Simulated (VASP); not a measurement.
# HgTe: single point with PBEsol

HgTe:

```
Hg Te
1.0
     3.19053    3.19053    0.00000
    -3.19053    3.19053    0.00000
     0.00000    0.00000    6.68653
Hg Te
2 2
Cartesian
  0.0000 0.0000 0.0000
  0.0000 3.1905 3.3433
  1.5953 1.5953 5.0149
  -1.5953 1.5953 1.6716
```

This cell differs from its parent crystal: biaxial strain in the a-b plane: -2.0 %, then relaxed in part.

```json
{
  "Program": "VASP 6.6.1",
  "Task": "single point",
  "Functional": "PBEsol",
  "Potentials or basis": "VASP PAW PBE potentials, release 64 (Hg, Te)",
  "Cutoff": "500 eV",
  "k mesh": "12 × 12 × 8",
  "Occupations": "gaussian, width 0.1 eV",
  "Spin": "no spin polarisation"
}
```

The pressure is 0.6 GPa and the band gap on the k mesh is zero (filled and empty bands touch).

Stress tensor (GPa, compression positive):
```
0.91 0.00 0.00
0.00 0.91 0.00
0.00 0.00 0.11
```

Levels at points of the mesh, in eV from the Fermi level:
```
           k point  band 14  band 15  band 16  band 17  band 18  band 19  band 20  band 21  band 22  band 23
(0.00, 0.00, 0.00)    -2.24    -2.24    -0.94    -0.24    -0.06    -0.06     1.96     2.43     4.09     4.09
(0.50, 0.00, 0.00)    -4.73    -2.71    -2.71    -0.99    -0.99     2.02     2.02     4.59     4.59     5.26
(0.50, 0.50, 0.00)    -5.45    -2.48    -2.48    -2.37    -2.37     1.62     1.62     2.22     2.22     8.04
(0.00, 0.00, 0.50)    -3.65    -1.33    -1.33    -1.33    -1.33     1.91     1.91     2.82     2.82     6.06
(0.50, 0.00, 0.50)    -5.59    -1.20    -1.20    -0.98    -0.98     0.51     0.51     4.77     4.77     5.01
(0.50, 0.50, 0.50)    -5.54    -2.73    -2.73    -2.70    -2.70     2.76     2.76     4.31     4.31     4.80
```

Run time: 6.6 min on 1 thread of Intel(R) Xeon(R) Platinum 8488C (Sapphire Rapids), on a shared host, peak memory 0.53 GiB.

Caveat: the cell differs from its parent crystal (biaxial strain in the a-b plane: -2.0 %, then relaxed in part); semilocal functionals underestimate gaps, and a narrow one can read as zero; the PAW data sets were made with another functional, which shifts forces and pressure a little; spin-orbit coupling is left out, which moves the levels of the heavy elements.
